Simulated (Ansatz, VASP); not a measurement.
# One calculation of Pt, two programs

File POSCAR:

```
Pt
1.0
    4.5007809242      0.0000000000      0.0000000000
   -2.2503904621      3.8977906172      0.0000000000
    0.0000000000      0.0000000000      2.6817811049
Pt
3
Direct
    1.0000000000      0.0000000000      1.0000000000
    0.3333333333      0.6666666667      0.5000000000
    0.6666666667      0.3333333333      0.5000000000
```

File INCAR.step1:

```
SYSTEM = Pt
PREC = Accurate
ENCUT = 520
ISMEAR = -1
SIGMA = 0.1
LREAL = .False.
LASPH = .True.
NELM = 80
NBANDS = 22
GGA = PE
ALGO = Normal
EDIFF = 1E-4
LWAVE = .True.
LCHARG = .False.
```

File INCAR.step2:

```
SYSTEM = Pt
PREC = Accurate
ENCUT = 520
EDIFF = 1E-7
ISMEAR = -1
SIGMA = 0.1
LREAL = .False.
LASPH = .True.
NELM = 80
ALGO = Normal
ISIF = 2
LWAVE = .False.
LCHARG = .True.
METAGGA = R2SCAN
LMIXTAU = .True.
LELF = .True.
LVHAR = .True.
NBANDS = 22
ISTART = 1
```

File KPOINTS:

```
regular mesh
0
Gamma
  9 9 13
  0 0 0
```

Input for Ansatz:

```yaml
crystal:
  lattice:
    - [4.5007809242, 0.0, 0.0]
    - [-2.2503904621, 3.8977906172, 0.0]
    - [0.0, 0.0, 2.6817811049]
  atoms:
    - { symbol: Pt, position: [1.0, 0.0, 1.0] }
    - { symbol: Pt, position: [0.3333333333, 0.6666666667, 0.5] }
    - { symbol: Pt, position: [0.6666666667, 0.3333333333, 0.5] }
hamiltonian:
  xc: r2scan
  pseudopotentials:
    kind: paw
    azcp:
      Pt: "pseudopotentials/Pt.paw.azcp"
basis:
  ecutwfc: 500
  fft_grid_basis: typed
kpoints:
  mp_grid: { grid: [9, 9, 13], shift: [0, 0, 0] }
magnetization:
  spin_polarized: false
scf:
  occupations: { method: fermi_dirac, width: 0.1 }
  lower_state_search: "off"
output:
  stress: true
  write_density: true
  write_potential: true
  elf: true
  volumetric_format: npy
```

Alike in both runs: task single point; functional r2SCAN; k mesh 9 × 9 × 13; occupations fermi-dirac, width 0.1 eV; no spin polarisation.

|  | VASP | Ansatz |
| --- | --- | --- |
| version | VASP 6.6.1 | Ansatz 0.2.0 |
| potentials or method | VASP PAW PBE potentials, release 64 (Pt), cutoff 520 eV | plane waves (500 eV) with PAW, scalar-relativistic |
| valence electrons in the cell | 30 | 54 |

Ansatz gave:

```
pressure (GPa)                                                : 0.0
traceless stress, the component that is largest in VASP (GPa) : 0.38
```

Task: Estimate VASP's values.

Result: Pressure (GPa): 0.6; traceless stress, the component that is largest in VASP (GPa): 0.47.

VASP's potentials were made for PBE, not for r2SCAN. VASP's potentials hold 30 valence electrons a cell and Ansatz's 54, so a difference there can come from the potentials and not from the codes.

Neither program's run includes spin-orbit coupling.
